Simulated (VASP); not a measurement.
# Hf (P6/mmm) in VASP: a series of runs

The runs below take Hf through single point, with r2SCAN.

Program: VASP 6.6.1. These are calculated values, not measurements. Logs are shortened: lines on timing, memory, paths and dates and some standing lists are left out, and cuts for length are marked.

### 1 The cell of the first run

Symmetry: P6/mmm, No. 191, hexagonal system. The conventional cell has a = 5.040 Å, b = 5.040 Å, c = 3.127 Å, α = 90.00°, β = 90.00°, γ = 120.00°. Hf (site symmetry -6m2) has 11 Hf at 2.91 to 3.30 Å within 3.8 Å. Within 4.1 Å of Hf (site symmetry 6/mmm) lie 14 Hf at 3.13 to 3.30 Å.

This isn't the form of Hf at room conditions, which is hcp.

### 2 Single point, r2SCAN (22.93 Å³/atom)

Input file POSCAR:

```
Hf
1.0
    5.0396465174      0.0000000000      0.0000000000
   -2.5198232587      4.3644619101      0.0000000000
    0.0000000000      0.0000000000      3.1274509193
Hf
3
Direct
    0.6666666667      0.3333333333      0.5000000000
    0.3333333333      0.6666666667      0.5000000000
    0.0000000000      0.0000000000      0.0000000000
```

Input file INCAR.step1:

```
PREC = Accurate
ENCUT = 520
ISMEAR = 0
SIGMA = 0.05
LREAL = F
LASPH = T
NELM = 60
NBANDS = 22
GGA = PE
ALGO = Normal
EDIFF = 1E-4
LWAVE = T
LCHARG = F
```

Input file INCAR.step2:

```
PREC = Accurate
ENCUT = 520
EDIFF = 1E-7
ISMEAR = 0
SIGMA = 0.05
LREAL = F
LASPH = T
NELM = 60
ALGO = Normal
ISIF = 2
LWAVE = F
LCHARG = F
METAGGA = R2SCAN
LMIXTAU = T
NBANDS = 22
ISTART = 1
```

Input file KPOINTS:

```
Automatic mesh
0
Gamma
  10 10 12
```

Potentials or basis: VASP PAW PBE potentials, release 64 (Hf_pv).

On the command line:

```
$ cat potpaw_PBE.64/Hf_pv/POTCAR > POTCAR
$ cp INCAR.step1 INCAR
$ mpirun -np 1 vasp_std > vasp.out
$ cp INCAR.step2 INCAR
$ mpirun -np 1 vasp_std > vasp.out
```

OUTCAR:

```text
PREC = Accurate
   ENCUT = 520
   EDIFF = 1E-7
   ISMEAR = 0
   LREAL = F
   LASPH = T
   NELM = 60
   ISIF = 2
   METAGGA = R2SCAN
   ISTART = 1

 ion  position               nearest neighbor table
   1  0.667  0.333  0.500-   2 2.91   2 2.91   2 2.91   3 3.30   3 3.30   3 3.30   3 3.30   3 3.30
                             3 3.30
   2  0.333  0.667  0.500-   1 2.91   1 2.91   1 2.91   3 3.30   3 3.30   3 3.30   3 3.30   3 3.30
                             3 3.30
   3  0.000  0.000  0.000-   1 3.30   2 3.30   1 3.30   2 3.30   2 3.30   2 3.30   1 3.30   1 3.30
                             1 3.30   1 3.30   2 3.30   2 3.30

  LATTYP: Found a hexagonal cell.
 ALAT       =     5.0396465174
 C/A-ratio  =     0.6205695000

  Lattice vectors:

 A1 = (   5.0396465174,   0.0000000000,   0.0000000000)
 A2 = (  -2.5198232587,   4.3644619101,   0.0000000000)
 A3 = (   0.0000000000,   0.0000000000,   3.1274509193)

Analysis of symmetry for initial positions (statically):
=====================================================================
 Subroutine PRICEL returns:
 Original cell was already a primitive cell.

 Routine SETGRP: Setting up the symmetry group for a
 hexagonal supercell.

 Subroutine GETGRP returns: Found 24 space group operations
 (whereof 24 operations were pure point group operations)
 out of a pool of 24 trial point group operations.

The static configuration has the point symmetry D_6h.

Analysis of symmetry for dynamics (positions and initial velocities):
=====================================================================
 Subroutine PRICEL returns:
 Original cell was already a primitive cell.

 Routine SETGRP: Setting up the symmetry group for a
 hexagonal supercell.

 Subroutine GETGRP returns: Found 24 space group operations
 (whereof 24 operations were pure point group operations)
 out of a pool of 24 trial point group operations.

The dynamic configuration has the point symmetry D_6h.

 Subroutine INISYM returns: Found 24 space group operations
 (whereof 24 operations are pure point group operations),
 and found     1 'primitive' translations

[... 90 lines left out ...]
   ISPIN  =      1    spin polarized calculation?
   LNONCOLLINEAR =      F non collinear calculations
   LSORBIT =      F    spin-orbit coupling
   LASPH  =      T    aspherical Exc in radial PAW
   ENCUT  =  520.0 eV  38.22 Ry    6.18 a.u.   9.37  9.37  5.81*2*pi/ulx,y,z
   NELM   =     60;   NELMIN=  2; NELMDL=  0     # of ELM steps
   EDIFF  = 0.1E-06   stopping-criterion for ELM
   LREAL  =      F    real-space projection
   EDIFFG = 0.1E-05   stopping-criterion for IOM
   NSW    =      0    number of steps for IOM
   IBRION =     -1    ionic relax: 0-MD 1-quasi-New 2-CG
   NFREE  =      0    steps in history (QN), initial steepest desc. (CG)
   ISIF   =      2    stress and relaxation
   ISYM   =      2    0-nonsym 1-usesym 2-fastsym
   POTIM  = 0.5000    time-step for ionic-motion
   TEBEG  =    0.0;   TEEND  =   0.0 temperature during run
   PSTRESS=    0.0 pullay stress
   NELECT =      30.0000    total number of electrons
   NUPDOWN=      -1.0000    fix difference up-down
   EMIN   =  10.00;   EMAX   =-10.00  energy-range for DOS
   EFERMI =   0.00;   METHOD = LEGACY
   ISMEAR =     0;   SIGMA  =   0.05  broadening in eV -4-tet -1-fermi 0-gaus
   EFERMI_NEDOS =   21; number of points for ismear=-14 and -15
   IALGO  =     38    algorithm
   IMIX   =      4    mixing-type and parameters
     AMIX     =   0.40;   BMIX     =  1.00
     AMIX_MAG =   1.60;   BMIX_MAG =  1.00
  volume/ion in A,a.u.               =      22.93       154.74
  Fermi-wavevector in a.u.,A,eV,Ry     =   1.241485  2.346067 20.970457  1.541285
  Thomas-Fermi vector in A             =   2.375881
   LORBIT       =      0    0 simple, 1 ext, 2 COOP (PROOUT), +10 PAW based schemes
   METAGGA = R2SCAN    functional components
   LHFCALC =     F    Hartree Fock is set to
   AEXX    =    0.0000 exact exchange contribution
   IVDW    =     0    specifies the selected vdW correction
   LEPSILON=     F    determine dielectric tensor
   LRPA    =     F    only Hartree local field effects (RPA)
 non-spin polarized calculation
 Gauss-broadening in eV      SIGMA  =   0.05
  energy-cutoff  :      520.00
  volume of cell :       68.79
 maximum number of plane-waves:      1872
 NGX is ok and might be reduce to    40
   NGX = 19   NGY = 19   NGZ = 11

 number of electron      30.0000000 magnetization

 Free energy of the ion-electron system (eV)
  ---------------------------------------------------
  ext. energy  EPLUGINS =         0.00000000
  ---------------------------------------------------
  free energy    TOTEN  =      -135.30725135 eV

  energy without entropy =     -135.30368171  energy(sigma->0) =     -135.30546653

 E-fermi :   4.4688     XC(G=0): -12.0342

 val. band max:        4.4670341944   @ k =   0.3000   0.0000   0.0833
 cond. band min:       4.4695550750   @ k =   0.4000   0.1000   0.0000
 fundamental gap:      0.0025208806
 Fermi energy:         4.4687935355

 k-point     1 :       0.0000    0.0000    0.0000
  band No.  band energies     occupation
      1     -27.4654      2.00000
      2     -27.4654      2.00000
      3     -27.4203      2.00000
      4     -27.4203      2.00000
      5     -27.1067      2.00000
      6     -26.8874      2.00000
[... 589 lines left out ...]
     21       7.8117      0.00000
     22       8.7461      0.00000

 [... further k-points ...]

------------------------ aborting loop because EDIFF is reached ----------------------------------------

  FORCE on cell =-STRESS in cart. coord.  units (eV):
  Direction    XX          YY          ZZ          XY          YZ          ZX
  --------------------------------------------------------------------------------------
  -------------------------------------------------------------------------------------
  Total       -1.9864367     -1.9864367     -1.9910752      0.0000000     -0.0000000     -0.0000000
  in kB      -46.2662212    -46.2662212    -46.3742554      0.0000000     -0.0000000     -0.0000000
  external PRESSURE =     -46.3022326 kB  Pullay stress =       0.0000000 kB

 VOLUME and BASIS-vectors are now :
 -----------------------------------------------------------------------------
  energy-cutoff  :      520.00
  volume of cell :       68.79
      direct lattice vectors                 reciprocal lattice vectors
     5.039646517  0.000000000  0.000000000     0.198426615  0.114561660  0.000000000
    -2.519823259  4.364461910  0.000000000     0.000000000  0.229123319  0.000000000
     0.000000000  0.000000000  3.127450919     0.000000000  0.000000000  0.319749223

 POSITION                                       TOTAL-FORCE (eV/Angst)
 -----------------------------------------------------------------------------------
      2.51982      1.45482      1.56373         0.000000      0.000000     -0.000000
     -0.00000      2.90964      1.56373         0.000000     -0.000000      0.000000
      0.00000      0.00000      0.00000        -0.000000      0.000000      0.000000
 -----------------------------------------------------------------------------------
    total drift:                                0.000000     -0.000000      0.000000

  FREE ENERGIE OF THE ION-ELECTRON SYSTEM (eV)
  ---------------------------------------------------
  free  energy   TOTEN  =      -135.3072513486 eV

  energy  without entropy=     -135.3036817107  energy(sigma->0) =     -135.30546653
```

OSZICAR.step1:

```text
N       E                     dE             d eps       ncg     rms          rms(c)
DAV:   1     0.972956592759E+02    0.97296E+02   -0.16459E+04  4344   0.129E+03
DAV:   2    -0.253254750985E+02   -0.12262E+03   -0.11627E+03  4988   0.299E+02
DAV:   3    -0.307133376504E+02   -0.53879E+01   -0.51069E+01  5976   0.385E+01
DAV:   4    -0.308049092171E+02   -0.91572E-01   -0.91357E-01  5206   0.507E+00
DAV:   5    -0.308068089415E+02   -0.18997E-02   -0.18992E-02  5734   0.622E-01    0.771E+01
DAV:   6    -0.299277170997E+02    0.87909E+00   -0.83269E-01  4696   0.574E+00    0.449E+01
DAV:   7    -0.296377354034E+02    0.28998E+00   -0.14101E+00  4882   0.693E+00    0.274E+00
DAV:   8    -0.296249159297E+02    0.12819E-01   -0.91180E-02  5344   0.166E+00    0.116E+00
DAV:   9    -0.296233903404E+02    0.15256E-02   -0.10773E-02  5318   0.724E-01    0.563E-01
DAV:  10    -0.296232935785E+02    0.96762E-04   -0.12983E-03  5466   0.234E-01    0.140E-01
DAV:  11    -0.296232865901E+02    0.69884E-05   -0.55036E-05  3386   0.559E-02
   1 F= -.29623287E+02 E0= -.29621689E+02  d E =-.319534E-02
```

Wall time 8.3 min (1 thread of Intel Xeon 6975P-C (Granite Rapids), shared host); peak memory 0.27 GiB.

Results:

```yaml
Free_energy: -135.3073 eV
Pressure: -4.6 GPa
Band_gap_on_the_k_mesh: zero (bands 15 and 16 overlap by 0.76 eV)
```

Caveat: the cell stands under tension; the PAW data sets were made with another functional, which shifts forces and pressure a little; spin-orbit coupling is left out, which moves the levels of the heavy elements.

### 3 Single point, r2SCAN (20.28 Å³/atom)

This run uses another cell than the first one, of 20.28 Å³/atom.

Input file POSCAR:

```
Hf
1.0
    4.8327384004      0.0000000000      0.0000000000
   -2.4163692002      4.1852742246      0.0000000000
    0.0000000000      0.0000000000      3.0085592480
Hf
3
Direct
    0.6666666667      0.3333333333      0.5000000000
    0.3333333333      0.6666666667      0.5000000000
    0.0000000000      0.0000000000      0.0000000000
```

Input file INCAR.step1:

```
PREC = Accurate
ENCUT = 520
ISMEAR = 0
SIGMA = 0.05
LREAL = False
LASPH = True
NELM = 60
NBANDS = 22
GGA = PE
ALGO = Normal
EDIFF = 1E-4
LWAVE = True
LCHARG = False
```

Input file INCAR.step2:

```
PREC = Accurate
ENCUT = 520
EDIFF = 1E-7
ISMEAR = 0
SIGMA = 0.05
LREAL = False
LASPH = True
NELM = 60
ALGO = Normal
ISIF = 2
LWAVE = False
LCHARG = True
METAGGA = R2SCAN
LMIXTAU = True
LELF = True
LVHAR = True
NBANDS = 22
ISTART = 1
```

Input file KPOINTS:

```
Automatic mesh
0
Gamma
  10 10 14
```

Potentials or basis: VASP PAW PBE potentials, release 64 (Hf_pv).

On the command line:

```
$ cat potpaw_PBE.64/Hf_pv/POTCAR > POTCAR
$ cp INCAR.step1 INCAR
$ mpirun -np 1 vasp_std > vasp.out
$ cp INCAR.step2 INCAR
$ mpirun -np 1 vasp_std > vasp.out
```

OUTCAR:

```text
PREC = Accurate
   ENCUT = 520
   EDIFF = 1E-7
   ISMEAR = 0
   LREAL = False
   LASPH = True
   NELM = 60
   ISIF = 2
   METAGGA = R2SCAN
   ISTART = 1

 ion  position               nearest neighbor table
   1  0.667  0.333  0.500-   2 2.79   2 2.79   2 2.79   3 3.17   3 3.17   3 3.17   3 3.17   3 3.17
                             3 3.17
   2  0.333  0.667  0.500-   1 2.79   1 2.79   1 2.79   3 3.17   3 3.17   3 3.17   3 3.17   3 3.17
                             3 3.17
   3  0.000  0.000  0.000-   1 3.17   2 3.17   1 3.17   2 3.17   1 3.17   1 3.17   2 3.17   2 3.17
[... 801 lines left out ...]
  Direction    XX          YY          ZZ          XY          YZ          ZX
  --------------------------------------------------------------------------------------
  -------------------------------------------------------------------------------------
  Total        3.9225670      3.9225670      3.9081418      0.0000000      0.0000000     -0.0000000
  in kB      103.2773732    103.2773732    102.8975714      0.0000000      0.0000000     -0.0000000
  external PRESSURE =     103.1507726 kB  Pullay stress =       0.0000000 kB

 VOLUME and BASIS-vectors are now :
 -----------------------------------------------------------------------------
  energy-cutoff  :      520.00
  volume of cell :       60.85
      direct lattice vectors                 reciprocal lattice vectors
     4.832738400  0.000000000  0.000000000     0.206922022  0.119466485  0.000000000
    -2.416369200  4.185274225  0.000000000     0.000000000  0.238932970  0.000000000
     0.000000000  0.000000000  3.008559248     0.000000000  0.000000000  0.332385011

 POSITION                                       TOTAL-FORCE (eV/Angst)
 -----------------------------------------------------------------------------------
      2.41637      1.39509      1.50428         0.000000      0.000000      0.000000
     -0.00000      2.79018      1.50428        -0.000000     -0.000000      0.000000
      0.00000      0.00000      0.00000         0.000000      0.000000      0.000000
 -----------------------------------------------------------------------------------
    total drift:                                0.000000      0.000000     -0.000000

  FREE ENERGIE OF THE ION-ELECTRON SYSTEM (eV)
  ---------------------------------------------------
  free  energy   TOTEN  =      -135.1992959317 eV

  energy  without entropy=     -135.1971841019  energy(sigma->0) =     -135.19824002
```

Run time: 7.7 min. Hardware: 1 thread of Intel Xeon 6975P-C (Granite Rapids), shared host; peak memory 0.26 GiB.

What came out:

```
Free energy            : -135.1993 eV
Pressure               : 10.3 GPa
Band gap on the k mesh : zero (bands 15 and 16 overlap by 0.99 eV)
```

Levels at points of the mesh, in eV from the Fermi level:
```
           k point  band 11  band 12  band 13  band 14  band 15  band 16  band 17  band 18  band 19  band 20
(0.00, 0.00, 0.00)    -2.89    -0.80    -0.80    -0.72    -0.72    -0.52     1.38     2.48     2.48     3.26
(0.50, 0.00, 0.00)    -4.82    -3.95    -0.61    -0.47    -0.42     0.15     1.06     1.21     1.77     3.39
(0.00, 0.00, 0.50)    -3.02    -3.02    -2.38    -2.30    -2.30     1.52     1.52     2.42     2.42     6.04
(0.50, 0.00, 0.50)    -3.26    -2.42    -1.74    -0.96    -0.89     0.65     0.76     1.26     2.00     3.97
```

Caveat: the cell stands under pressure; the PAW data sets were made with another functional, which shifts forces and pressure a little; spin-orbit coupling is left out, which moves the levels of the heavy elements.

### 4 Single point, r2SCAN (21.17 Å³/atom)

This run uses another cell than the first one, of 21.17 Å³/atom.

Input file POSCAR:

```
Hf
1.0
    4.9054982131      0.0000000000      0.0000000000
   -2.4527491066      4.2482860707      0.0000000000
    0.0000000000      0.0000000000      3.0469287923
Hf
3
Direct
    0.6666666667      0.3333333333      0.5000000000
    0.3333333333      0.6666666667      0.5000000000
    0.0000000000      0.0000000000      0.0000000000
```

Input file INCAR.step1:

```
SYSTEM = Hf
ALGO = Normal ; EDIFF = 1E-4
ENCUT = 520 ; GGA = PE
ISMEAR = 0 ; LASPH = .True.
LCHARG = .False. ; LREAL = .False.
LWAVE = .True. ; NBANDS = 22
NELM = 80 ; PREC = Accurate
SIGMA = 0.05
```

Input file INCAR.step2:

```
SYSTEM = Hf
ALGO = Normal ; EDIFF = 1E-7
ENCUT = 520 ; ISIF = 2
ISMEAR = 0 ; ISTART = 1
LASPH = .True. ; LCHARG = .False.
LMIXTAU = .True. ; LREAL = .False.
LWAVE = .False. ; METAGGA = R2SCAN
NBANDS = 22 ; NELM = 80
PREC = Accurate ; SIGMA = 0.05
```

Input file KPOINTS:

```
k-points
0
Gamma
  10 10 14
  0 0 0
```

On the command line:

```
$ cat potpaw_PBE.64/Hf_pv/POTCAR > POTCAR
$ cp INCAR.step1 INCAR
$ mpirun -np 1 vasp_std > vasp.out
$ cp INCAR.step2 INCAR
$ mpirun -np 1 vasp_std > vasp.out
```

It took 6.1 min on 1 thread of Intel Xeon 6975P-C (Granite Rapids), shared host; peak memory 0.26 GiB.

It converged, with:

- Free energy: -135.3200 eV
- Pressure: 4.4 GPa
- Band gap on the k mesh: zero (bands 15 and 16 overlap by 0.93 eV)

Stress tensor (GPa, compression positive):
```
4.36 0.00 0.00
0.00 4.36 0.00
0.00 0.00 4.54
```

Levels at points of the mesh, in eV from the Fermi level:
```tsv
k point	band 12	band 13	band 14	band 15	band 16	band 17	band 18	band 19
(0.00, 0.00, 0.00)	-0.80	-0.80	-0.72	-0.72	-0.52	1.35	2.43	2.43
(0.50, 0.00, 0.00)	-3.79	-0.52	-0.38	-0.36	0.20	1.02	1.04	1.80
(0.00, 0.00, 0.50)	-2.80	-2.39	-2.15	-2.15	1.49	1.49	2.31	2.31
(0.50, 0.00, 0.50)	-2.26	-1.59	-0.89	-0.89	0.60	0.71	1.25	1.90
```

Caveat: the cell stands under pressure; the PAW data sets were made with another functional, which shifts forces and pressure a little; spin-orbit coupling is left out, which moves the levels of the heavy elements.

### 5 Summary

```csv
cell,k mesh,gap on the mesh (eV),pressure (GPa)
"a = 5.040, b = 5.040, c = 3.127 Å, angles 90.0, 90.0, 120.0°, 3 atoms",10 × 10 × 12,none,-4.6
"a = 4.833, b = 4.833, c = 3.009 Å, angles 90.0, 90.0, 120.0°, 3 atoms",10 × 10 × 14,none,10.3
"a = 4.905, b = 4.905, c = 3.047 Å, angles 90.0, 90.0, 120.0°, 3 atoms",10 × 10 × 14,none,4.4
```

Alike in all rows: task single point; level r2SCAN; potentials or basis VASP PAW PBE potentials, release 64 (Hf_pv); no spin polarisation; cutoff (eV) 520; smearing gaussian 0.05 eV.

Caveats: the PAW data sets were made with another functional, which shifts forces and pressure a little; spin-orbit coupling is left out, which moves the levels of the heavy elements; the cell stands under pressure (at least some runs); the cell stands under tension (at least some runs).

Absolute energies hang on the potentials; compare differences alone.

The gap in the log of VASP goes by the Fermi energy; the results here count the filled bands.